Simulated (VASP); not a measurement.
# Si (Pm-3n) in VASP: notebook

Runs on Si. Level: revPBE. Tasks: single point, relaxation of cell and atoms.

Program: VASP 6.6.1. These are calculated values, not measurements. Logs are shortened: lines on timing, memory, paths and dates and some standing lists are left out, and cuts for length are marked.

## Step 1: The cell of the first run

Symmetry: Pm-3n, No. 223, cubic system. Conventional cell: a = 4.931 Å, b = 4.931 Å, c = 4.931 Å, α = 90.00°, β = 90.00°, γ = 90.00°. Within 3.6 Å of Si (site symmetry m-3) lie 12 Si at 2.76 Å. Within 3.3 Å of Si (site symmetry -4m2) lie 14 Si at 2.47 to 3.02 Å.

## Step 2: Single point, revPBE

The input, INCAR:

```
SYSTEM = Si
ALGO = Normal
EDIFF = 1E-6
ENCUT = 520
GGA = RE
ISIF = 2
ISMEAR = -1
LASPH = .TRUE.
LCHARG = .FALSE.
LREAL = .FALSE.
LWAVE = .FALSE.
NBANDS = 26
NELM = 80
PREC = Accurate
SIGMA = 0.1
```

The input, KPOINTS:

```
k-points
0
G
  5 5 5
  0 0 0
```

The input, POSCAR:

```
Si
1.0
    4.9309046446      0.0000000000      0.0000000000
    0.0000000000      4.9309046446      0.0000000000
    0.0000000000      0.0000000000      4.9309046446
Si
8
Direct
    1.0000000000      0.0000000000      0.0000000000
    0.5000000000      0.5000000000      0.5000000000
    0.2500000000      0.0000000000      0.5000000000
    0.7500000000      0.0000000000      0.5000000000
    0.5000000000      0.2500000000      1.0000000000
    0.5000000000      0.7500000000      1.0000000000
    0.0000000000      0.5000000000      0.2500000000
    0.0000000000      0.5000000000      0.7500000000
```

Potentials or basis: VASP PAW PBE potentials, release 64 (Si).

On the command line:

```sh
cat potpaw_PBE.64/Si/POTCAR > POTCAR
mpirun -np 1 vasp_std > vasp.out
```

OUTCAR:

```text
SYSTEM = Si
   EDIFF = 1E-6
   ENCUT = 520
   GGA = RE
   ISIF = 2
   ISMEAR = -1
   LASPH = .TRUE.
   LREAL = .FALSE.
   NELM = 80
   PREC = Accurate

 ion  position               nearest neighbor table
   1  0.000  0.000  0.000-   3 2.76   4 2.76   5 2.76   6 2.76   7 2.76   8 2.76   3 2.76   4 2.76
                             7 2.76   8 2.76   5 2.76   6 2.76
   2  0.500  0.500  0.500-   3 2.76   4 2.76   5 2.76   6 2.76   7 2.76   8 2.76   5 2.76   6 2.76
                             3 2.76   4 2.76   7 2.76   8 2.76
   3  0.250  0.000  0.500-   4 2.47   4 2.47   1 2.76   1 2.76   2 2.76   2 2.76   8 3.02   5 3.02
                             5 3.02   6 3.02   6 3.02   7 3.02   8 3.02   7 3.02
   4  0.750  0.000  0.500-   3 2.47   3 2.47   1 2.76   1 2.76   2 2.76   2 2.76   8 3.02   5 3.02
                             5 3.02   6 3.02   6 3.02   7 3.02   8 3.02   7 3.02
   5  0.500  0.250  0.000-   6 2.47   6 2.47   1 2.76   2 2.76   2 2.76   1 2.76   8 3.02   4 3.02
                             3 3.02   4 3.02   3 3.02   7 3.02   7 3.02   8 3.02
   6  0.500  0.750  0.000-   5 2.47   5 2.47   1 2.76   2 2.76   2 2.76   1 2.76   8 3.02   4 3.02
                             3 3.02   4 3.02   3 3.02   7 3.02   7 3.02   8 3.02
   7  0.000  0.500  0.250-   8 2.47   8 2.47   1 2.76   2 2.76   1 2.76   2 2.76   3 3.02   4 3.02
                             5 3.02   3 3.02   4 3.02   6 3.02   5 3.02   6 3.02
   8  0.000  0.500  0.750-   7 2.47   7 2.47   1 2.76   2 2.76   1 2.76   2 2.76   3 3.02   4 3.02
                             5 3.02   3 3.02   4 3.02   6 3.02   5 3.02   6 3.02

  LATTYP: Found a simple cubic cell.
 ALAT       =     4.9309046446

  Lattice vectors:

 A1 = (   4.9309046446,   0.0000000000,   0.0000000000)
 A2 = (   0.0000000000,   4.9309046446,   0.0000000000)
 A3 = (   0.0000000000,   0.0000000000,   4.9309046446)

Analysis of symmetry for initial positions (statically):
=====================================================================
 Subroutine PRICEL returns:
 Original cell was already a primitive cell.

 Routine SETGRP: Setting up the symmetry group for a
 simple cubic supercell.

 Subroutine GETGRP returns: Found 48 space group operations
 (whereof 24 operations were pure point group operations)
 out of a pool of 48 trial point group operations.

The static configuration has the point symmetry T_h .
 The point group associated with its full space group is O_h .

Analysis of symmetry for dynamics (positions and initial velocities):
=====================================================================
 Subroutine PRICEL returns:
 Original cell was already a primitive cell.

 Routine SETGRP: Setting up the symmetry group for a
 simple cubic supercell.

 Subroutine GETGRP returns: Found 48 space group operations
 (whereof 24 operations were pure point group operations)
 out of a pool of 48 trial point group operations.

The dynamic configuration has the point symmetry T_h .
 The point group associated with its full space group is O_h .

 Subroutine INISYM returns: Found 48 space group operations
 (whereof 24 operations are pure point group operations),
 and found     1 'primitive' translations

----------------------------------------------------------------------------------------

                                     Primitive cell

  volume of cell :     119.8891

  direct lattice vectors                    reciprocal lattice vectors
     4.930904645  0.000000000  0.000000000     0.202802543  0.000000000  0.000000000
     0.000000000  4.930904645  0.000000000     0.000000000  0.202802543  0.000000000
     0.000000000  0.000000000  4.930904645     0.000000000  0.000000000  0.202802543

  length of vectors
     4.930904645  4.930904645  4.930904645     0.202802543  0.202802543  0.202802543

  position of ions in fractional coordinates (direct lattice)
     0.000000000  0.000000000  0.000000000
     0.500000000  0.500000000  0.500000000
     0.250000000  0.000000000  0.500000000
     0.750000000  0.000000000  0.500000000
     0.500000000  0.250000000  0.000000000
     0.500000000  0.750000000  0.000000000
     0.000000000  0.500000000  0.250000000
     0.000000000  0.500000000  0.750000000

  ion indices of the primitive-cell ions
   primitive index   ion index
                 1           1
                 2           2
                 3           3
                 4           4
                 5           5
                 6           6
                 7           7
                 8           8

----------------------------------------------------------------------------------------

 KPOINTS: k-points

Automatic generation of k-mesh.
 Grid dimensions read from file:
 generate k-points for:    5    5    5

 Generating k-lattice:

  Cartesian coordinates                     Fractional coordinates (reciprocal lattice)
     0.040560509  0.000000000  0.000000000     0.200000000  0.000000000  0.000000000
     0.000000000  0.040560509  0.000000000     0.000000000  0.200000000  0.000000000
     0.000000000  0.000000000  0.040560509     0.000000000  0.000000000  0.200000000

  Length of vectors
     0.040560509  0.040560509  0.040560509

  Shift w.r.t. Gamma in fractional coordinates (k-lattice)
     0.000000000  0.000000000  0.000000000

 Subroutine IBZKPT returns following result:
 ===========================================

 Found     10 irreducible k-points:

 Following reciprocal coordinates:
            Coordinates               Weight
  0.000000  0.000000  0.000000      1.000000
  0.200000  0.000000  0.000000      6.000000
  0.400000  0.000000  0.000000      6.000000
  0.200000  0.200000  0.000000     12.000000
  0.400000  0.200000  0.000000     24.000000
  0.400000  0.400000  0.000000     12.000000
  0.200000  0.200000  0.200000      8.000000
  0.400000  0.200000  0.200000     24.000000
  0.400000  0.400000  0.200000     24.000000
  0.400000  0.400000  0.400000      8.000000
   k-points           NKPTS =     10   k-points in BZ     NKDIM =     10   number of bands    NBANDS=     26
   number of dos      NEDOS =    301   number of ions     NIONS =      8
   total plane-waves  NPLWV =  64000
   dimension x,y,z NGX =    40 NGY =   40 NGZ =   40
   dimension x,y,z NGXF=    80 NGYF=   80 NGZF=   80
   ions per type =               8
   NGX,Y,Z   is equivalent  to a cutoff of  13.49, 13.49, 13.49 a.u.
   NGXF,Y,Z  is equivalent  to a cutoff of  26.97, 26.97, 26.97 a.u.
 SYSTEM =  Si
   PREC   = accura    normal or accurate (medium, high low for compatibility)
   ISTART =      0    job   : 0-new  1-cont  2-samecut
   ICHARG =      2    charge: 1-file 2-atom 10-const
   ISPIN  =      1    spin polarized calculation?
   LNONCOLLINEAR =      F non collinear calculations
   LSORBIT =      F    spin-orbit coupling
   LASPH  =      T    aspherical Exc in radial PAW
   ENCUT  =  520.0 eV  38.22 Ry    6.18 a.u.   9.17  9.17  9.17*2*pi/ulx,y,z
   NELM   =     80;   NELMIN=  2; NELMDL= -5     # of ELM steps
   EDIFF  = 0.1E-05   stopping-criterion for ELM
   LREAL  =      F    real-space projection
   EDIFFG = 0.1E-04   stopping-criterion for IOM
   NSW    =      0    number of steps for IOM
   IBRION =     -1    ionic relax: 0-MD 1-quasi-New 2-CG
   NFREE  =      0    steps in history (QN), initial steepest desc. (CG)
   ISIF   =      2    stress and relaxation
   ISYM   =      2    0-nonsym 1-usesym 2-fastsym
   POTIM  = 0.5000    time-step for ionic-motion
   TEBEG  =    0.0;   TEEND  =   0.0 temperature during run
   PSTRESS=    0.0 pullay stress
   NELECT =      32.0000    total number of electrons
   NUPDOWN=      -1.0000    fix difference up-down
   EMIN   =  10.00;   EMAX   =-10.00  energy-range for DOS
   EFERMI =   0.00;   METHOD = LEGACY
   ISMEAR =    -1;   SIGMA  =   0.10  broadening in eV -4-tet -1-fermi 0-gaus
   EFERMI_NEDOS =   21; number of points for ismear=-14 and -15
   IALGO  =     38    algorithm
   IMIX   =      4    mixing-type and parameters
     AMIX     =   0.40;   BMIX     =  1.00
     AMIX_MAG =   1.60;   BMIX_MAG =  1.00
  volume/ion in A,a.u.               =      14.99       101.13
  Fermi-wavevector in a.u.,A,eV,Ry     =   1.054059  1.991883 15.116620  1.111040
  Thomas-Fermi vector in A             =   2.189205
   LORBIT       =      0    0 simple, 1 ext, 2 COOP (PROOUT), +10 PAW based schemes
   GGA     = RE    functional components
   LHFCALC =     F    Hartree Fock is set to
   AEXX    =    0.0000 exact exchange contribution
   IVDW    =     0    specifies the selected vdW correction
   LEPSILON=     F    determine dielectric tensor
   LRPA    =     F    only Hartree local field effects (RPA)
 non-spin polarized calculation
  energy-cutoff  :      520.00
  volume of cell :      119.89
 maximum number of plane-waves:      3243
 NGX is ok and might be reduce to    40
   NGX = 19   NGY = 19   NGZ = 19

 number of electron      32.0000000 magnetization

 Free energy of the ion-electron system (eV)
  ---------------------------------------------------
  ext. energy  EPLUGINS =         0.00000000
  ---------------------------------------------------
  free energy    TOTEN  =       -36.94518499 eV

  energy without entropy =      -36.81628190  energy(sigma->0) =      -36.88073345

 E-fermi :   9.7356     XC(G=0): -11.0378

 val. band max:        9.7094395374   @ k =   0.4000   0.4000   0.4000
 cond. band min:       9.7467921366   @ k =   0.2000   0.0000   0.0000
 fundamental gap:      0.0373525993
 Fermi energy:         9.7355658623

 k-point     1 :       0.0000    0.0000    0.0000
  band No.  band energies     occupation
      1      -4.3896      2.00000
      2       0.9641      2.00000
      3       0.9641      2.00000
      4       1.0236      2.00000
      5       2.0609      2.00000
      6       2.0609      2.00000
[... 18 lines left out ...]
     25      12.9658      0.00000
     26      12.9658      0.00000
[... 238 lines left out ...]
      4      -0.3606      2.00000
      5       0.7601      2.00000
      6       0.7601      2.00000
[... 18 lines left out ...]
     25      12.8912      0.00000
     26      13.2298      0.00000

------------------------ aborting loop because EDIFF is reached ----------------------------------------

  FORCE on cell =-STRESS in cart. coord.  units (eV):
  Direction    XX          YY          ZZ          XY          YZ          ZX
  --------------------------------------------------------------------------------------
  -------------------------------------------------------------------------------------
  Total       -0.2710234     -0.2710234     -0.2710234      0.0000000     -0.0000000      0.0000000
  in kB       -3.6219094     -3.6219094     -3.6219094      0.0000000     -0.0000000      0.0000000
  external PRESSURE =      -3.6219094 kB  Pullay stress =       0.0000000 kB

 VOLUME and BASIS-vectors are now :
 -----------------------------------------------------------------------------
  energy-cutoff  :      520.00
  volume of cell :      119.89
      direct lattice vectors                 reciprocal lattice vectors
     4.930904645  0.000000000  0.000000000     0.202802543  0.000000000  0.000000000
     0.000000000  4.930904645  0.000000000     0.000000000  0.202802543  0.000000000
     0.000000000  0.000000000  4.930904645     0.000000000  0.000000000  0.202802543

 POSITION                                       TOTAL-FORCE (eV/Angst)
 -----------------------------------------------------------------------------------
      0.00000      0.00000      0.00000         0.000000     -0.000000      0.000000
      2.46545      2.46545      2.46545         0.000000     -0.000000      0.000000
      1.23273      0.00000      2.46545        -0.000000     -0.000000      0.000000
      3.69818      0.00000      2.46545         0.000000      0.000000     -0.000000
      2.46545      1.23273      0.00000        -0.000000     -0.000000      0.000000
      2.46545      3.69818      0.00000        -0.000000      0.000000     -0.000000
      0.00000      2.46545      1.23273         0.000000      0.000000     -0.000000
      0.00000      2.46545      3.69818         0.000000      0.000000      0.000000
 -----------------------------------------------------------------------------------
    total drift:                                0.000000      0.000000      0.000000

  FREE ENERGIE OF THE ION-ELECTRON SYSTEM (eV)
  ---------------------------------------------------
  free  energy   TOTEN  =       -36.9451849923 eV

  energy  without entropy=      -36.8162819045  energy(sigma->0) =      -36.88073345
```

It took 42 s on 1 thread of Intel Xeon 8259CL, shared host; peak memory 0.23 GiB.

What came out:

| Item | Value |
| --- | --- |
| Free energy | -36.9452 eV |
| Pressure | -0.4 GPa |
| Band gap on the k mesh | zero (bands 16 and 17 overlap by 1.90 eV) |

Caveat: the PAW data sets were made with another functional, which shifts forces and pressure a little.

[end of part 1 of 2]

The gap in the log of VASP goes by the Fermi energy; the results here count the filled bands.